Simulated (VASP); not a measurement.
Write the native input for VASP 6.6.1 that does the following.

```
Task                   : single point
Functional             : PBE
Dispersion             : D3(BJ)
Potentials or basis    : VASP PAW PBE potentials, release 64 (C)
Cutoff                 : 520 eV
k mesh                 : 21 × 21 × 1
Occupations            : gaussian, width 0.1 eV
Spin                   : no spin polarisation
Dipole correction      : yes
Further INCAR settings : ALGO = Normal; EDIFF = 1e-07; NBANDS = 11
```

The structure of C lies in POSCAR:

```
C
1.0
    2.4230000000      0.0000000000      0.0000000000
   -1.2115000000      2.0983795534      0.0000000000
    0.0000000000      0.0000000000     26.0024170307
C
2
Direct
    0.6666666667      0.3333333333      0.5054994888
    0.3333333333      0.6666666667      0.4945005112
```

These files were run (other wordings do the same):

INCAR

```
PREC = Accurate
ENCUT = 520
EDIFF = 1E-7
ISMEAR = 0
SIGMA = 0.1
LREAL = F
LASPH = T
NELM = 60
ALGO = Normal
ISIF = 2
LWAVE = F
LCHARG = T
LDIPOL = T
IDIPOL = 3
DIPOL = 0.5 0.5 0.500
GGA = PE
IVDW = 12
LELF = T
LVHAR = T
LVACPOTAV = T
NBANDS = 11
```

KPOINTS

```
regular mesh
0
Gamma
  21 21 1
```

Potentials or basis: VASP PAW PBE potentials, release 64 (C).

Command:

```sh
$ cat potpaw_PBE.64/C/POTCAR > POTCAR
$ mpirun -np 1 vasp_std > vasp.out
```

Results of the run:

```
Largest force                   : 4.846 eV/Å
Band gap on the k mesh          : zero (filled and empty bands touch)
Dispersion energy per atom      : -0.088 eV
Work function of the upper face : 4.30 eV
Work function of the lower face : 4.30 eV
```

It took 2.6 min on 1 thread of AMD EPYC 7R43 64-Core Processor (Zen 3), on a shared host, peak memory 0.22 GiB.
